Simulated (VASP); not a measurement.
# Os (P6_3/mmc) in VASP: notebook

Runs on Os. Level: PBEsol. Tasks: single point.

Program: VASP 6.6.1. These are calculated values, not measurements. Logs are shortened: lines on timing, memory, paths and dates and some standing lists are left out, and cuts for length are marked.

**1. The cell of the first run**

The structure is hexagonal, space group P6_3/mmc (No. 194). Conventional cell: a = 2.716 Å, b = 2.716 Å, c = 4.291 Å, α = 90.00°, β = 90.00°, γ = 120.00°. Os (site symmetry -6m2) has 12 Os at 2.66 to 2.72 Å within 3.5 Å.

**2. Single point, PBEsol (volume scaled by 0.98)**

Contents of INCAR:

```
PREC = Accurate ; ENCUT = 520
EDIFF = 1E-6 ; ISMEAR = -1
SIGMA = 0.08 ; LREAL = False
LASPH = True ; NELM = 100
ALGO = Normal ; ISIF = 2
LWAVE = False ; LCHARG = True
GGA = PS ; LELF = True
LVHAR = True ; NBANDS = 15
```

Contents of KPOINTS:

```
regular mesh
0
Gamma
  17 17 10
```

Contents of POSCAR:

```
Os
1.0
    2.7157497583      0.0000000000      0.0000000000
   -1.3578748792      2.3519082811      0.0000000000
    0.0000000000      0.0000000000      4.2907078513
Os
2
Direct
    0.3333333333      0.6666666667      0.2500000000
    0.6666666667      0.3333333333      0.7500000000
```

Potentials or basis: VASP PAW PBE potentials, release 64 (Os).

Run with:

```bash
cat potpaw_PBE.64/Os/POTCAR > POTCAR
mpirun -np 1 vasp_std > vasp.out
```

OUTCAR:

```text
PREC = Accurate
   ENCUT = 520
   EDIFF = 1E-6
   ISMEAR = -1
   LREAL = False
   LASPH = True
   NELM = 100
   ISIF = 2
   GGA = PS

 ion  position               nearest neighbor table
   1  0.333  0.667  0.250-   2 2.66   2 2.66   2 2.66   2 2.66   2 2.66   2 2.66
   2  0.667  0.333  0.750-   1 2.66   1 2.66   1 2.66   1 2.66   1 2.66   1 2.66

  LATTYP: Found a hexagonal cell.
 ALAT       =     2.7157497583
 C/A-ratio  =     1.5799349105

  Lattice vectors:

 A1 = (   2.7157497583,   0.0000000000,   0.0000000000)
 A2 = (  -1.3578748792,   2.3519082811,   0.0000000000)
 A3 = (   0.0000000000,   0.0000000000,   4.2907078513)

Analysis of symmetry for initial positions (statically):
=====================================================================
 Subroutine PRICEL returns:
 Original cell was already a primitive cell.

 Routine SETGRP: Setting up the symmetry group for a
 hexagonal supercell.

 Subroutine GETGRP returns: Found 24 space group operations
 (whereof 12 operations were pure point group operations)
 out of a pool of 24 trial point group operations.

The static configuration has the point symmetry D_3d.
 The point group associated with its full space group is D_6h.

Analysis of symmetry for dynamics (positions and initial velocities):
=====================================================================
 Subroutine PRICEL returns:
 Original cell was already a primitive cell.

 Routine SETGRP: Setting up the symmetry group for a
 hexagonal supercell.

 Subroutine GETGRP returns: Found 24 space group operations
 (whereof 12 operations were pure point group operations)
 out of a pool of 24 trial point group operations.

The dynamic configuration has the point symmetry D_3d.
 The point group associated with its full space group is D_6h.

 Subroutine INISYM returns: Found 24 space group operations
 (whereof 12 operations are pure point group operations),
 and found     1 'primitive' translations

----------------------------------------------------------------------------------------

                                     Primitive cell

  volume of cell :      27.4056

  direct lattice vectors                    reciprocal lattice vectors
     2.715749758  0.000000000  0.000000000     0.368222439  0.212593324  0.000000000
    -1.357874879  2.351908281  0.000000000     0.000000000  0.425186649  0.000000000
     0.000000000  0.000000000  4.290707851     0.000000000  0.000000000  0.233061778

  length of vectors
     2.715749758  2.715749758  4.290707851     0.425186649  0.425186649  0.233061778

  position of ions in fractional coordinates (direct lattice)
     0.333333333  0.666666667  0.250000000
     0.666666667  0.333333333  0.750000000

  ion indices of the primitive-cell ions
   primitive index   ion index
                 1           1
                 2           2

----------------------------------------------------------------------------------------

 KPOINTS: regular mesh

Automatic generation of k-mesh.
 Grid dimensions read from file:
 generate k-points for:   17   17   10

 Generating k-lattice:

  Cartesian coordinates                     Fractional coordinates (reciprocal lattice)
     0.021660143  0.012505490  0.000000000     0.058823529  0.000000000  0.000000000
     0.000000000  0.025010979  0.000000000     0.000000000  0.058823529  0.000000000
     0.000000000  0.000000000  0.023306178     0.000000000  0.000000000  0.100000000

  Length of vectors
     0.025010979  0.025010979  0.023306178

  Shift w.r.t. Gamma in fractional coordinates (k-lattice)
     0.000000000  0.000000000  0.000000000

 Subroutine IBZKPT returns following result:
 ===========================================

 Found    198 irreducible k-points:

 Following reciprocal coordinates:
            Coordinates               Weight
  0.000000  0.000000  0.000000      1.000000
  0.058824  0.000000  0.000000      6.000000
  0.117647  0.000000  0.000000      6.000000
  0.176471  0.000000  0.000000      6.000000
  0.235294  0.000000  0.000000      6.000000
  0.294118  0.000000  0.000000      6.000000
[... 16 lines left out ...]
  0.411765  0.117647  0.000000     12.000000
  0.176471  0.176471  0.000000      6.000000
 [... further k-points ...]
   k-points           NKPTS =    198   k-points in BZ     NKDIM =    198   number of bands    NBANDS=     15
   number of dos      NEDOS =    301   number of ions     NIONS =      2
   total plane-waves  NPLWV =  12800
   dimension x,y,z NGX =    20 NGY =   20 NGZ =   32
   dimension x,y,z NGXF=    40 NGYF=   40 NGZF=   64
   ions per type =               2
   NGX,Y,Z   is equivalent  to a cutoff of  12.24, 12.24, 12.40 a.u.
   NGXF,Y,Z  is equivalent  to a cutoff of  24.49, 24.49, 24.80 a.u.
 SYSTEM =  unknown system
   PREC   = accura    normal or accurate (medium, high low for compatibility)
   ISTART =      0    job   : 0-new  1-cont  2-samecut
   ICHARG =      2    charge: 1-file 2-atom 10-const
   ISPIN  =      1    spin polarized calculation?
   LNONCOLLINEAR =      F non collinear calculations
   LSORBIT =      F    spin-orbit coupling
   LASPH  =      T    aspherical Exc in radial PAW
   ENCUT  =  520.0 eV  38.22 Ry    6.18 a.u.   5.05  5.05  7.98*2*pi/ulx,y,z
   NELM   =    100;   NELMIN=  2; NELMDL= -5     # of ELM steps
   EDIFF  = 0.1E-05   stopping-criterion for ELM
   LREAL  =      F    real-space projection
   EDIFFG = 0.1E-04   stopping-criterion for IOM
   NSW    =      0    number of steps for IOM
   IBRION =     -1    ionic relax: 0-MD 1-quasi-New 2-CG
   NFREE  =      0    steps in history (QN), initial steepest desc. (CG)
   ISIF   =      2    stress and relaxation
   ISYM   =      2    0-nonsym 1-usesym 2-fastsym
   POTIM  = 0.5000    time-step for ionic-motion
   TEBEG  =    0.0;   TEEND  =   0.0 temperature during run
   PSTRESS=    0.0 pullay stress
   NELECT =      16.0000    total number of electrons
   NUPDOWN=      -1.0000    fix difference up-down
   EMIN   =  10.00;   EMAX   =-10.00  energy-range for DOS
   EFERMI =   0.00;   METHOD = LEGACY
   ISMEAR =    -1;   SIGMA  =   0.08  broadening in eV -4-tet -1-fermi 0-gaus
   EFERMI_NEDOS =   21; number of points for ismear=-14 and -15
   IALGO  =     38    algorithm
   IMIX   =      4    mixing-type and parameters
     AMIX     =   0.40;   BMIX     =  1.00
     AMIX_MAG =   1.60;   BMIX_MAG =  1.00
  volume/ion in A,a.u.               =      13.70        92.47
  Fermi-wavevector in a.u.,A,eV,Ry     =   1.368259  2.585636 25.471930  1.872134
  Thomas-Fermi vector in A             =   2.494239
   LORBIT       =      0    0 simple, 1 ext, 2 COOP (PROOUT), +10 PAW based schemes
   GGA     = PS    functional components
   LHFCALC =     F    Hartree Fock is set to
   AEXX    =    0.0000 exact exchange contribution
   IVDW    =     0    specifies the selected vdW correction
   LEPSILON=     F    determine dielectric tensor
   LRPA    =     F    only Hartree local field effects (RPA)
 non-spin polarized calculation
  energy-cutoff  :      520.00
  volume of cell :       27.41
 maximum number of plane-waves:       754
   NGX = 11   NGY = 11   NGZ = 15

 number of electron      15.9999998 magnetization

 Free energy of the ion-electron system (eV)
  ---------------------------------------------------
  ext. energy  EPLUGINS =         0.00000000
  ---------------------------------------------------
  free energy    TOTEN  =       -24.48794663 eV

  energy without entropy =      -24.46188595  energy(sigma->0) =      -24.47491629

 E-fermi :   9.6626     XC(G=0): -14.2723

 val. band max:        9.6512214584   @ k =   0.1176   0.1176   0.3000
 cond. band min:       9.6697027249   @ k =   0.1765   0.0588   0.3000
 fundamental gap:      0.0184812665
 Fermi energy:         9.6626208904

 k-point     1 :       0.0000    0.0000    0.0000
  band No.  band energies     occupation
      1      -1.5605      2.00000
      2       1.5954      2.00000
      3       6.4543      2.00000
      4       6.4543      2.00000
      5       6.7222      2.00000
      6       7.3293      2.00000
      7       7.3293      2.00000
      8       8.0117      2.00000
      9       8.0117      2.00000
     10       9.6245      1.23406
     11      11.3701      0.00000
     12      11.3701      0.00000
     13      18.9146      0.00000
     14      23.6502      0.00000
     15      26.4163      0.00000

 k-point     2 :       0.0588    0.0000    0.0000
  band No.  band energies     occupation
      1      -1.4163      2.00000
      2       1.7244      2.00000
      3       6.1338      2.00000
      4       6.5820      2.00000
      5       7.0018      2.00000
      6       7.2415      2.00000
      7       7.4487      2.00000
      8       7.8329      2.00000
      9       7.9065      2.00000
     10       8.9638      1.99968
     11      11.4444      0.00000
     12      12.2450      0.00000
     13      18.9065      0.00000
     14      23.9540      0.00000
     15      26.6067      0.00000

 k-point     3 :       0.1176    0.0000    0.0000
  band No.  band energies     occupation
      1      -0.9977      2.00000
      2       2.0818      2.00000
      3       5.6691      2.00000
      4       6.9597      2.00000
      5       6.9757      2.00000
      6       7.1190      2.00000
      7       7.4393      2.00000
      8       7.6317      2.00000
      9       7.8008      2.00000
     10       8.3121      2.00000
     11      11.6297      0.00000
     12      13.7268      0.00000
     13      18.8547      0.00000
     14      24.7737      0.00000
     15      27.0917      0.00000
[... 343 lines left out ...]
 k-point    23 :       0.4118    0.1176    0.0000
  band No.  band energies     occupation
      1       2.6151      2.00000
      2       2.7867      2.00000
      3       2.9794      2.00000
      4       5.8679      2.00000
      5       6.1049      2.00000
      6       6.8580      2.00000
      7       7.7255      2.00000
      8      11.5122      0.00000
      9      11.8067      0.00000
     10      12.2122      0.00000
     11      14.1540      0.00000
     12      16.0589      0.00000
     13      19.4684      0.00000
     14      19.8804      0.00000
     15      22.4454      0.00000

 k-point    24 :       0.1765    0.1765    0.0000
  band No.  band energies     occupation
      1       1.6118      2.00000
      2       3.6671      2.00000
      3       4.2664      2.00000
      4       4.2777      2.00000
      5       6.0765      2.00000
      6       6.5720      2.00000
      7       7.6496      2.00000
      8       8.7428      1.99998
      9       9.9021      0.09542
     10      10.8640      0.00000
     11      11.9923      0.00000
     12      18.3716      0.00000
     13      19.0683      0.00000
     14      22.7198      0.00000
     15      23.2027      0.00000

 [... further k-points ...]
[... 5 lines left out ...]
  --------------------------------------------------------------------------------------
  -------------------------------------------------------------------------------------
  Total        1.1780786      1.1780786      1.1648444     -0.0000000      0.0000000      0.0000000
  in kB       68.8724892     68.8724892     68.0987972     -0.0000000      0.0000000      0.0000000
  external PRESSURE =      68.6145919 kB  Pullay stress =       0.0000000 kB

 VOLUME and BASIS-vectors are now :
 -----------------------------------------------------------------------------
  energy-cutoff  :      520.00
  volume of cell :       27.41
      direct lattice vectors                 reciprocal lattice vectors
     2.715749758  0.000000000  0.000000000     0.368222439  0.212593324  0.000000000
    -1.357874879  2.351908281  0.000000000     0.000000000  0.425186649  0.000000000
     0.000000000  0.000000000  4.290707851     0.000000000  0.000000000  0.233061778

 POSITION                                       TOTAL-FORCE (eV/Angst)
 -----------------------------------------------------------------------------------
     -0.00000      1.56794      1.07268        -0.000000      0.000000      0.000000
      1.35787      0.78397      3.21803         0.000000     -0.000000      0.000000
 -----------------------------------------------------------------------------------
    total drift:                               -0.000000      0.000000     -0.000000

  FREE ENERGIE OF THE ION-ELECTRON SYSTEM (eV)
  ---------------------------------------------------
  free  energy   TOTEN  =       -24.4879466271 eV

  energy  without entropy=      -24.4618859485  energy(sigma->0) =      -24.47491629
```

Run time: 39 s. Hardware: 1 thread of Intel Xeon 6975P-C (Granite Rapids), shared host; peak memory 0.19 GiB.

What came out:

| Quantity | Value |
| --- | --- |
| Free energy | -24.4879 eV |
| Pressure | 6.9 GPa |
| Band gap on the k mesh | zero (band 8 reaches 11.77 eV, above the bottom of band 9 at 7.70 eV) |

Caveat: the PAW data sets were made with another functional, which shifts forces and pressure a little; spin-orbit coupling is left out, which moves the levels of the heavy elements.

**3. Single point, PBEsol (zz strain of -2 %)**

Contents of INCAR:

```
SYSTEM = Os
  ALGO = Normal
  EDIFF = 1E-6
  ENCUT = 520
  GGA = PS
  ISIF = 2
  ISMEAR = -1
  LASPH = .True.
  LCHARG = .True.
  LELF = .True.
  LREAL = .False.
  LVHAR = .True.
  LWAVE = .False.
  NBANDS = 15
  NELM = 80
  PREC = Accurate
  SIGMA = 0.08
```

Contents of KPOINTS:

```
k-points
0
Gamma
  17 17 10
  0 0 0
```

Contents of POSCAR:

```
Os
1.0
    2.7340999755      0.0000000000      0.0000000000
   -1.3670499878      2.3678000353      0.0000000000
    0.0000000000      0.0000000000      4.2333060000
Os
2
Direct
    0.3333333333      0.6666666667      0.2500000000
    0.6666666667      0.3333333333      0.7500000000
```

Potentials or basis: VASP PAW PBE potentials, release 64 (Os).

Run with:

```bash
cat potpaw_PBE.64/Os/POTCAR > POTCAR
mpirun -np 1 vasp_std > vasp.out
```

Wall time 41 s (1 thread of Intel Xeon 6975P-C (Granite Rapids), shared host); peak memory 0.18 GiB.

The run converged. Its results:

```
Free energy            : -24.4732 eV
Pressure               : 7.5 GPa
Band gap on the k mesh : zero (band 8 reaches 11.62 eV, above the bottom of band 9 at 7.72 eV)
```

Stress tensor (GPa, compression positive):
```
 3.22  0.00  0.00
 0.00  3.22  0.00
 0.00  0.00 16.10
```

Levels at points of the mesh, in eV from the Fermi level:
```
           k point  band 6  band 7  band 8  band 9  band 10  band 11
(0.00, 0.00, 0.00)   -2.32   -2.32   -1.86   -1.86     0.19     1.68
(0.00, 0.00, 0.50)   -3.52   -3.52   -3.52    0.90     0.90     0.90
```

Caveat: the cell differs from its parent crystal (zz strain of -2 %); the PAW data sets were made with another functional, which shifts forces and pressure a little; spin-orbit coupling is left out, which moves the levels of the heavy elements.

(Part 1 of 2 ends here.)
